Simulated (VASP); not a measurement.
Input of a VASP 6.6.1 run:

The input POSCAR:

```
BiPd3
1.0
    0.0000000000      3.2630860000      3.2630860000
    3.2630860000      0.0000000000      3.2630860000
    3.2630860000      3.2630860000      0.0000000000
Bi Pd
1 3
Direct
    0.5000000000      0.5000000000      0.5000000000
    0.7500000000      0.7500000000      0.7500000000
    0.2500000000      0.2500000000      0.2500000000
    0.0000000000      0.0000000000      0.0000000000
```

The input INCAR.step1:

```
SYSTEM = BiPd3
ALGO = Normal
EDIFF = 1E-4
ENCUT = 520
GGA = PE
ISMEAR = 0
LASPH = .True.
LCHARG = .False.
LREAL = .False.
LWAVE = .True.
NBANDS = 30
NELM = 80
PREC = Accurate
SIGMA = 0.2
```

File INCAR.step2:

```
SYSTEM = BiPd3
ALGO = Normal
EDIFF = 1E-6
ENCUT = 520
ISIF = 2
ISMEAR = 0
ISTART = 1
LASPH = .True.
LCHARG = .False.
LMIXTAU = .True.
LREAL = .False.
LWAVE = .False.
METAGGA = R2SCAN
NBANDS = 30
NELM = 80
PREC = Accurate
SIGMA = 0.2
```

The input KPOINTS:

```
k-points
0
Gamma
  6 6 6
  0 0 0
```

Potentials or basis: VASP PAW PBE potentials, release 64 (Bi_d, Pd).

Command:

```sh
$ cat potpaw_PBE.64/Bi_d/POTCAR potpaw_PBE.64/Pd/POTCAR > POTCAR
$ cp INCAR.step1 INCAR
$ mpirun -np 1 vasp_std > vasp.out
$ cp INCAR.step2 INCAR
$ mpirun -np 1 vasp_std > vasp.out
```

Task: What does it give for the pressure?

Result: 0.8 GPa.

Caveat: the PAW data sets were made with another functional, which shifts forces and pressure a little.
